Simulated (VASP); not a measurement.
Set up this calculation in VASP 6.6.1, as the native input.

| Item | Value |
| --- | --- |
| Task | single point |
| Functional | r2SCAN |
| Potentials or basis | VASP PAW PBE potentials, release 64 (Na_pv) |
| Cutoff | 520 eV |
| k mesh | 12 × 12 × 8 |
| Occupations | gaussian, width 0.15 eV |
| Spin | no spin polarisation |
| Dipole correction | no |
| Further INCAR settings | ALGO = Normal; EDIFF = 1e-06; NBANDS = 14 |

The system is Na.

```xyz
2
Lattice="3.7670 0.0000 0.0000 -1.8835 3.2623 0.0000 0.0000 0.0000 6.1540" Properties=species:S:1:pos:R:3 pbc="T T T"
Na    0.0000    2.1749    1.0885
Na    1.8835    1.0874    4.6155
```

This cell differs from its parent crystal: atom 1 (Na) moved by (+0.000, -0.450) A along y and z.

The input as run:

POSCAR

```
Na
1.0
    3.7670009976      0.0000000000      0.0000000000
   -1.8835004988      3.2623185600      0.0000000000
    0.0000000000      0.0000000000      6.1540000000
Na
2
Direct
    0.3333333333      0.6666666667      0.1768768281
    0.6666666667      0.3333333333      0.7500000000
```

INCAR.step1

```
SYSTEM = Na
PREC = Accurate
ENCUT = 520
ISMEAR = 0
SIGMA = 0.15
LREAL = .False.
LASPH = .True.
NELM = 80
NBANDS = 14
GGA = PE
ALGO = Normal
EDIFF = 1E-4
LWAVE = .True.
LCHARG = .False.
```

INCAR.step2

```
SYSTEM = Na
PREC = Accurate
ENCUT = 520
EDIFF = 1E-6
ISMEAR = 0
SIGMA = 0.15
LREAL = .False.
LASPH = .True.
NELM = 80
ALGO = Normal
ISIF = 2
LWAVE = .False.
LCHARG = .False.
METAGGA = R2SCAN
LMIXTAU = .True.
NBANDS = 14
ISTART = 1
```

KPOINTS

```
Automatic mesh
0
Gamma
  12 12 8
  0 0 0
```

Potentials or basis: VASP PAW PBE potentials, release 64 (Na_pv).

Launch:

```bash
$ cat potpaw_PBE.64/Na_pv/POTCAR > POTCAR
$ cp INCAR.step1 INCAR
$ mpirun -np 1 vasp_std > vasp.out
$ cp INCAR.step2 INCAR
$ mpirun -np 1 vasp_std > vasp.out
```

Results of the run:

The pressure is 0.4 GPa. The largest force is 0.379 eV/Å. The band gap on the k mesh is zero (bands 7 and 8 overlap by 4.05 eV).

Caveat: the cell differs from its parent crystal (atom 1 (Na) moved by (+0.000, -0.450) A along y and z); the PAW data sets were made with another functional, which shifts forces and pressure a little.

Wall time 3.1 min on 1 thread of Intel(R) Xeon(R) 6975P-C (Granite Rapids), on a shared host, peak memory 0.25 GiB.
